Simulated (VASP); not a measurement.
Write the native input for VASP 6.6.1 that does the following.

* Task: single point
* Functional: PBE
* Potentials or basis: VASP PAW PBE potentials, release 64 (Mo_sv, Ir)
* Cutoff: 520 eV
* k mesh: 6 × 6 × 4
* Occupations: gaussian, width 0.1 eV
* Spin: collinear spin, ferromagnetic start
* Starting moments: [1.0, 1.0, 1.0, 1.0, 1.0] μB
* Dipole correction: no
* Further INCAR settings: ALGO = Normal; EDIFF = 1e-06; NBANDS = 37

The structure of MoIr4 lies in POSCAR:

```
MoIr4
1.0
    4.5017506315      0.0000000000      0.0000000000
   -2.2508753158      3.8986304084      0.0000000000
    0.0000000000      0.0000000000      5.1312925695
Mo Ir
1 4
Direct
    0.0000000000      0.0000000000      0.0000000000
    0.3333333333      0.6666666667      0.0000000000
    0.6666666667      0.3333333333      0.0000000000
    0.3333333333      0.6666666667      0.5000000000
    0.6666666667      0.3333333333      0.5000000000
```

One way to write it, as run:

INCAR

```
  PREC = Accurate
  ENCUT = 520
  EDIFF = 1E-6
  ISMEAR = 0
  SIGMA = 0.1
  LREAL = F
  LASPH = T
  NELM = 150
  ALGO = Normal
  ISIF = 2
  LWAVE = F
  LCHARG = F
  ISPIN = 2
  MAGMOM = 1 1 1 1 1
  LORBIT = 11
  LMAXMIX = 4
  GGA = PE
  NBANDS = 37
```

KPOINTS

```
Automatic mesh
0
Gamma
  6 6 4
```

Potentials or basis: VASP PAW PBE potentials, release 64 (Mo_sv, Ir).

Launch:

```bash
$ cat potpaw_PBE.64/Mo_sv/POTCAR potpaw_PBE.64/Ir/POTCAR > POTCAR
$ mpirun -np 1 vasp_std > vasp.out
```

Results of the run:

| Item | Value |
| --- | --- |
| Pressure | 0.2 GPa |
| Band gap on the k mesh | zero (filled and empty bands overlap) |
| Net moment | 0.00 μB per cell |
| Valence electrons inside the program's atomic spheres | Mo 12.32; Ir 8.54, 8.10 |

Caveat: spin-orbit coupling is left out, which moves the levels of the heavy elements.

Run time: 3 min on 1 thread of Intel(R) Xeon(R) Platinum 8488C (Sapphire Rapids), on a shared host, peak memory 0.32 GiB.
